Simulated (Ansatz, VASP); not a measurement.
**One calculation of MnSi, two programs**

```
CELL_PARAMETERS angstrom
0.00000 2.46702 2.46702
2.46702 0.00000 2.46702
2.46702 2.46702 0.00000
ATOMIC_POSITIONS crystal
Mn 0.00000 0.00000 0.00000
Si 0.50000 0.50000 0.50000
```

Alike in both runs: functional r2SCAN; k mesh 14 × 14 × 14; occupations fermi-dirac, width 0.1 eV; collinear spin.

Ansatz relaxed the structure, and its values are those at the end. VASP's run is a single point on that final structure, the one shown.

|  | VASP | Ansatz |
| --- | --- | --- |
| version | VASP 6.6.1 | Ansatz 0.2.0 |
| potentials or method | VASP PAW PBE potentials, release 64 (Mn_pv, Si) | PAW with Ansatz's default frozen-core files, scalar-relativistic |
| plane-wave cutoff (eV) | 520 | 500 |
| valence electrons in the cell | 17 | 19 |

Ansatz gave:

```
pressure (GPa)                                                : 0.0
net moment per atom (μB)                                      : 1.50
size of the moment on the site where the two differ most (μB) : 3.12
```

Task: Estimate VASP's values.

Result: Pressure (GPa): 0.1; net moment per atom (μB): 1.50; size of the moment on the site where the two differ most (μB): 3.22.

VASP's potentials were made for PBE, not for r2SCAN. Site moments also hang on the region over which each program counts them. VASP's potentials hold 17 valence electrons a cell and Ansatz's 19, so a difference there can come from the potentials and not from the codes.
